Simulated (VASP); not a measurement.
# MoS2 (P-3m1) in VASP: single point with LDA+U

Aim: the single point of MoS2 with LDA+U.

All numbers are computed with VASP 6.6.1; they aren't measurements. Logs are shortened: lines on timing, memory, paths and dates and some standing lists are left out, and cuts for length are marked.

### 1 The cell of the first run

The structure is trigonal, space group P-3m1 (No. 164). Conventional cell: a = 3.564 Å, b = 3.564 Å, c = 5.749 Å, α = 90.00°, β = 90.00°, γ = 120.00°. Within 3.3 Å of Mo (site symmetry -3m) lie 6 S at 2.52 Å. Within 3.3 Å of S (site symmetry 3m) lie 3 Mo at 2.52 Å.

### 2 Single point, LDA+U, collinear spin, ferromagnetic start

INCAR

```
SYSTEM = MoS2
PREC = Accurate ; ENCUT = 520
EDIFF = 1E-6 ; ISMEAR = 0
SIGMA = 0.05 ; LREAL = .False.
LASPH = .True. ; NELM = 150
ALGO = Normal ; ISIF = 2
LWAVE = .False. ; LCHARG = .False.
ISPIN = 2 ; MAGMOM = 2 0 0
LORBIT = 11 ; LMAXMIX = 4
LDAU = .True. ; LDAUTYPE = 1
LDAUL = 2 -1 ; LDAUU = 5 0
LDAUJ = 0.5 0 ; LDAUPRINT = 1
NBANDS = 24
```

KPOINTS

```
Automatic mesh
0
Gamma
  6 6 4
  0 0 0
```

POSCAR

```
MoS2
1.0
    3.5639467600      0.0000000000      0.0000000000
   -1.7819733800      3.0864684300      0.0000000000
    0.0000000000      0.0000000000      5.7493858200
Mo S
1 2
Direct
    0.0000000000      0.0000000000      0.0000000000
    0.3333333333      0.6666666667      0.2520000000
    0.6666666667      0.3333333333      0.7480000000
```

Potentials or basis: VASP PAW LDA potentials, release 64 (Mo_sv, S).

Command:

```console
cat potpaw_LDA.64/Mo_sv/POTCAR potpaw_LDA.64/S/POTCAR > POTCAR
mpirun -np 1 vasp_std > vasp.out
```

OUTCAR:

```text
SYSTEM = MoS2
   PREC = Accurate
   ENCUT = 520
   EDIFF = 1E-6
   ISMEAR = 0
   LREAL = .False.
   LASPH = .True.
   NELM = 150
   ISIF = 2
   ISPIN = 2
   LORBIT = 11

 ion  position               nearest neighbor table
   1  0.000  0.000  0.000-   2 2.52   3 2.52   3 2.52   2 2.52   3 2.52   2 2.52
   2  0.333  0.667  0.252-   1 2.52   1 2.52   1 2.52
   3  0.667  0.333  0.748-   1 2.52   1 2.52   1 2.52

  LATTYP: Found a hexagonal cell.
 ALAT       =     3.5639467600
 C/A-ratio  =     1.6132075497

  Lattice vectors:

 A1 = (   3.5639467600,   0.0000000000,   0.0000000000)
 A2 = (  -1.7819733800,   3.0864684300,   0.0000000000)
 A3 = (   0.0000000000,   0.0000000000,   5.7493858200)

Analysis of symmetry for initial positions (statically):
=====================================================================
 Subroutine PRICEL returns:
 Original cell was already a primitive cell.

 Routine SETGRP: Setting up the symmetry group for a
 hexagonal supercell.

 Subroutine GETGRP returns: Found 12 space group operations
 (whereof 12 operations were pure point group operations)
 out of a pool of 24 trial point group operations.

The static configuration has the point symmetry D_3d.

Analysis of symmetry for dynamics (positions and initial velocities):
=====================================================================
 Subroutine PRICEL returns:
 Original cell was already a primitive cell.

 Routine SETGRP: Setting up the symmetry group for a
 hexagonal supercell.

 Subroutine GETGRP returns: Found 12 space group operations
 (whereof 12 operations were pure point group operations)
 out of a pool of 24 trial point group operations.

The dynamic configuration has the point symmetry D_3d.

Analysis of structural, dynamic, and magnetic symmetry:
=====================================================================
 Subroutine PRICEL returns:
 Original cell was already a primitive cell.

 Routine SETGRP: Setting up the symmetry group for a
 hexagonal supercell.

 Subroutine GETGRP returns: Found 12 space group operations
 (whereof 12 operations were pure point group operations)
 out of a pool of 24 trial point group operations.

The overall configuration has the point symmetry D_3d.

 Subroutine INISYM returns: Found 12 space group operations
 (whereof 12 operations are pure point group operations),
 and found     1 'primitive' translations

----------------------------------------------------------------------------------------

                                     Primitive cell

  volume of cell :      63.2433

  direct lattice vectors                    reciprocal lattice vectors
     3.563946760  0.000000000  0.000000000     0.280587805  0.161997445  0.000000000
    -1.781973380  3.086468430  0.000000000     0.000000000  0.323994890  0.000000000
     0.000000000  0.000000000  5.749385820     0.000000000  0.000000000  0.173931622

  length of vectors
     3.563946760  3.563946758  5.749385820     0.323994890  0.323994890  0.173931622

  position of ions in fractional coordinates (direct lattice)
     0.000000000  0.000000000  0.000000000
     0.333333333  0.666666667  0.252000000
     0.666666667  0.333333333  0.748000000

  ion indices of the primitive-cell ions
   primitive index   ion index
                 1           1
                 2           2
                 3           3

[... 76 lines left out ...]
   ISIF   =      2    stress and relaxation
   ISYM   =      2    0-nonsym 1-usesym 2-fastsym
   POTIM  = 0.5000    time-step for ionic-motion
   TEBEG  =    0.0;   TEEND  =   0.0 temperature during run
   PSTRESS=    0.0 pullay stress
   NELECT =      26.0000    total number of electrons
   NUPDOWN=      -1.0000    fix difference up-down
   EMIN   =  10.00;   EMAX   =-10.00  energy-range for DOS
   EFERMI =   0.00;   METHOD = LEGACY
   ISMEAR =     0;   SIGMA  =   0.05  broadening in eV -4-tet -1-fermi 0-gaus
   EFERMI_NEDOS =   21; number of points for ismear=-14 and -15
   IALGO  =     38    algorithm
   IMIX   =      4    mixing-type and parameters
     AMIX     =   0.40;   BMIX     =  1.00
     AMIX_MAG =   1.60;   BMIX_MAG =  1.00
  volume/ion in A,a.u.               =      21.08       142.26
  Fermi-wavevector in a.u.,A,eV,Ry     =   1.217291  2.300347 20.161081  1.481798
  Thomas-Fermi vector in A             =   2.352616
   LORBIT       =     11    0 simple, 1 ext, 2 COOP (PROOUT), +10 PAW based schemes
 LDA+U is selected, type is set to LDAUTYPE =  1
   angular momentum for each species LDAUL =     2   -1
   U (eV)           for each species LDAUU =   5.0  0.0
   J (eV)           for each species LDAUJ =   0.5  0.0
   GGA     = CA    functional components
   LHFCALC =     F    Hartree Fock is set to
   AEXX    =    0.0000 exact exchange contribution
   IVDW    =     0    specifies the selected vdW correction
   LEPSILON=     F    determine dielectric tensor
   LRPA    =     F    only Hartree local field effects (RPA)
 spin polarized calculation
 Gauss-broadening in eV      SIGMA  =   0.05
  energy-cutoff  :      520.00
  volume of cell :       63.24
 maximum number of plane-waves:      1737
 NGX is ok and might be reduce to    28
   NGX = 13   NGY = 13   NGZ = 21

atom =   1  type =  1  l = 2

 onsite density matrix

spin component  1

  0.6330 -0.0000 -0.0000  0.1703  0.0000
 -0.0000  0.4931 -0.0000  0.0000  0.1703
 -0.0000 -0.0000  0.6721 -0.0000 -0.0000
  0.1703  0.0000 -0.0000  0.4931  0.0000
  0.0000  0.1703 -0.0000  0.0000  0.6330

spin component  2

  0.1454 -0.0000 -0.0000 -0.1029  0.0000
 -0.0000  0.2155  0.0000 -0.0000 -0.1029
 -0.0000  0.0000  0.0713 -0.0000 -0.0000
 -0.1029 -0.0000 -0.0000  0.2155 -0.0000
  0.0000 -0.1029 -0.0000 -0.0000  0.1454

 occupancies and eigenvectors

  o =  0.0713  v =  0.0000  0.0000  0.0000  0.0000  0.0000 -0.0000 -0.0000 -1.0000 -0.0000 -0.0000      0.0000  0.0000  0.0000  0.0000  0.0000  0.0000  0.0000  0.0000  0.0000  0.0000
  o =  0.0717  v =  0.0000  0.0000  0.0000  0.0000  0.0000  0.0000  0.5821 -0.0000  0.0000  0.8131      0.0000  0.0000  0.0000  0.0000  0.0000  0.0000  0.0000  0.0000  0.0000  0.0000
  o =  0.0717  v =  0.0000  0.0000  0.0000  0.0000  0.0000  0.8131 -0.0000  0.0000  0.5821 -0.0000      0.0000  0.0000  0.0000  0.0000  0.0000  0.0000  0.0000  0.0000  0.0000  0.0000
  o =  0.2891  v =  0.0000  0.0000  0.0000  0.0000  0.0000  0.0000  0.8131  0.0000 -0.0000 -0.5821      0.0000  0.0000  0.0000  0.0000  0.0000  0.0000  0.0000  0.0000  0.0000  0.0000
  o =  0.2891  v =  0.0000  0.0000  0.0000  0.0000  0.0000  0.5821 -0.0000 -0.0000 -0.8131  0.0000      0.0000  0.0000  0.0000  0.0000  0.0000  0.0000  0.0000  0.0000  0.0000  0.0000
  o =  0.3789  v =  0.0000  0.8306 -0.0000 -0.0000 -0.5569  0.0000  0.0000  0.0000  0.0000  0.0000      0.0000  0.0000  0.0000  0.0000  0.0000  0.0000  0.0000  0.0000  0.0000  0.0000
  o =  0.3789  v = -0.5569  0.0000 -0.0000  0.8306 -0.0000  0.0000  0.0000  0.0000  0.0000  0.0000      0.0000  0.0000  0.0000  0.0000  0.0000  0.0000  0.0000  0.0000  0.0000  0.0000
  o =  0.6721  v =  0.0000  0.0000  1.0000  0.0000  0.0000  0.0000  0.0000  0.0000  0.0000  0.0000      0.0000  0.0000  0.0000  0.0000  0.0000  0.0000  0.0000  0.0000  0.0000  0.0000
  o =  0.7471  v = -0.0000  0.5569 -0.0000 -0.0000  0.8306  0.0000  0.0000  0.0000  0.0000  0.0000      0.0000  0.0000  0.0000  0.0000  0.0000  0.0000  0.0000  0.0000  0.0000  0.0000
  o =  0.7471  v =  0.8306  0.0000 -0.0000  0.5569  0.0000  0.0000  0.0000  0.0000  0.0000  0.0000      0.0000  0.0000  0.0000  0.0000  0.0000  0.0000  0.0000  0.0000  0.0000  0.0000

 number of electron      25.9999997 magnetization       2.0038204

 Free energy of the ion-electron system (eV)
  ---------------------------------------------------
  ext. energy  EPLUGINS =         0.00000000
  ---------------------------------------------------
  free energy    TOTEN  =       -18.08229544 eV

  energy without entropy =      -18.07678374  energy(sigma->0) =      -18.07953959

 E-fermi :   4.8895     XC(G=0): -10.3474

 val. band max:        4.8861310575   @ k =   0.1667   0.1667   0.2500
 cond. band min:       4.8963780649   @ k =   0.1667   0.1667   0.5000
 fundamental gap:      0.0102470074
 Fermi energy:         4.8895299445

 spin component 1

 k-point     1 :       0.0000    0.0000    0.0000
  band No.  band energies     occupation
      1     -56.5354      1.00000
      2     -30.8573      1.00000
      3     -30.7568      1.00000
      4     -30.7568      1.00000
      5      -8.3321      1.00000
      6      -6.6691      1.00000
[... 637 lines left out ...]
     23      15.5732      0.00000
     24      16.1595      0.00000
 Fermi energy:         4.8895299445

 spin component 2

 k-point     1 :       0.0000    0.0000    0.0000
  band No.  band energies     occupation
      1     -55.2543      1.00000
      2     -29.5295      1.00000
      3     -29.3749      1.00000
      4     -29.3749      1.00000
      5      -8.3535      1.00000
      6      -6.7710      1.00000
[... 637 lines left out ...]
     23      15.7522      0.00000
     24      16.3948      0.00000

------------------------ aborting loop because EDIFF is reached ----------------------------------------

  FORCE on cell =-STRESS in cart. coord.  units (eV):
  Direction    XX          YY          ZZ          XY          YZ          ZX
  --------------------------------------------------------------------------------------
  -------------------------------------------------------------------------------------
  Total       -2.8126054     -2.8126054     -3.4607485      0.0000000     -0.0000000      0.0000000
  in kB      -71.2532838    -71.2532837    -87.6730519      0.0000000     -0.0000000      0.0000000
  external PRESSURE =     -76.7265398 kB  Pullay stress =       0.0000000 kB

 VOLUME and BASIS-vectors are now :
 -----------------------------------------------------------------------------
  energy-cutoff  :      520.00
  volume of cell :       63.24
      direct lattice vectors                 reciprocal lattice vectors
     3.563946760  0.000000000  0.000000000     0.280587805  0.161997445  0.000000000
    -1.781973380  3.086468430  0.000000000     0.000000000  0.323994890  0.000000000
     0.000000000  0.000000000  5.749385820     0.000000000  0.000000000  0.173931622

 POSITION                                       TOTAL-FORCE (eV/Angst)
 -----------------------------------------------------------------------------------
      0.00000      0.00000      0.00000        -0.000000      0.000000      0.000000
     -0.00000      2.05765      1.44885         0.000000     -0.000000     -0.750450
      1.78197      1.02882      4.30054        -0.000000      0.000000      0.750450
 -----------------------------------------------------------------------------------
    total drift:                                0.000000     -0.000000      0.000000

  FREE ENERGIE OF THE ION-ELECTRON SYSTEM (eV)
  ---------------------------------------------------
  free  energy   TOTEN  =       -18.0822954434 eV

  energy  without entropy=      -18.0767837387  energy(sigma->0) =      -18.07953959

 total charge

# of ion       s       p       d       tot
------------------------------------------
    1        2.282   6.158   3.676  12.116
    2        1.351   2.320   0.000   3.672
    3        1.351   2.320   0.000   3.672
--------------------------------------------------
tot          4.984  10.799   3.676  19.459

 magnetization (x)

# of ion       s       p       d       tot
------------------------------------------
    1        0.034   0.009   2.117   2.160
    2       -0.003  -0.136   0.000  -0.140
    3       -0.003  -0.136   0.000  -0.140
--------------------------------------------------
tot          0.028  -0.264   2.117   1.880
```

Run time: 1.7 min. Hardware: 1 thread of Intel Xeon 6975P-C, shared host; peak memory 0.2 GiB.

What came out:

* Free energy: -18.0823 eV
* Pressure: -7.7 GPa
* Largest force: 0.750 eV/Å
* Band gap on the k mesh: zero (filled and empty bands overlap)
* Net moment: 2.00 μB per cell
* Site moments: Mo +2.16; S -0.14 μB
* Valence electrons inside the program's atomic spheres: Mo 12.12; S 3.67

Forces in eV/Å, atoms in the order of the input:
```
Mo   0.000  0.000  0.000
S    0.000  0.000 -0.750
S    0.000  0.000  0.750
```

Eigenvalues of the final occupation matrices:
```csv
site,spin,trace,eigenvalues
site 1 d,1,2.92,0.38 0.38 0.67 0.75 0.75
site 1 d,2,0.79,0.07 0.07 0.07 0.29 0.29
```

The state reached can hang on the start; a lower one may exist.
